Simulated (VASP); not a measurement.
A run of VASP 6.6.1:

File INCAR:

```
PREC = Accurate ; ENCUT = 520
EDIFF = 1E-6 ; ISMEAR = 0
SIGMA = 0.02 ; LREAL = False
LASPH = True ; NELM = 100
ALGO = Normal ; ISIF = 2
LWAVE = False ; LCHARG = True
GGA = PE ; LELF = True
LVHAR = True ; NBANDS = 26
```

KPOINTS

```
Automatic mesh
0
Gamma
  9 9 5
```

POSCAR

```
ZnO
1.0
    3.2493080000      0.0000000000      0.0000000000
   -1.6246540000      2.8139832727      0.0000000000
    0.0000000000      0.0000000000      5.2057090000
Zn O
2 2
Direct
    0.6666666667      0.3333333333      0.0000000000
    0.3333333333      0.6666666667      0.5000000000
    0.3333333333      0.6666666667      0.8790100000
    0.6666666667      0.3333333333      0.3790100000
```

Potentials or basis: VASP PAW PBE potentials, release 64 (Zn, O).

Run with:

```console
$ cat potpaw_PBE.64/Zn/POTCAR potpaw_PBE.64/O/POTCAR > POTCAR
$ mpirun -np 1 vasp_std > vasp.out
```

Hardware: 1 thread of AMD EPYC 7R13, on a shared host.

Q: Estimate the wall time of this run.

A: Run time: 66 s on 1 thread of AMD EPYC 7R13, on a shared host, peak memory 0.15 GiB. Counts: scf iterations 15, k points 36.
